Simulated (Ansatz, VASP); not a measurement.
# MoS2: VASP beside Ansatz

```
Mo S
1.0
     1.58550    0.91539    6.11500
    -1.58550    0.91539    6.11500
     0.00000   -1.83078    6.11500
Mo S
1 2
Direct
  0.00000 0.00000 0.00000
  0.75000 0.75000 0.75000
  0.25000 0.25000 0.25000
```

Alike in both runs: task relaxation of cell and atoms; functional PBE; k mesh 9 × 9 × 9; occupations gaussian, width 0.1 eV; no spin polarisation.

|  | VASP | Ansatz |
| --- | --- | --- |
| version | VASP 6.6.1 | Ansatz 0.2.0 |
| potentials or method | VASP PAW PBE potentials, release 64 (Mo_sv, S), cutoff 600 eV | scalar-relativistic, plane waves, PAW |
| valence electrons in the cell | 26 | 26 |

|  | VASP | Ansatz | Ansatz less VASP |
| --- | --- | --- | --- |
| gap on the k mesh at the Fermi level, each at its own relaxed structure (eV) | none | none | - |
| relaxed volume (Å³/atom) | 19.72 | 19.56 | -0.162 |
| relaxed length of the cell vector where the two differ most in proportion (Å) | 6.924 | 6.906 | -0.0173 |

A gap of «none» marks a metal or a gap that the smearing closes.
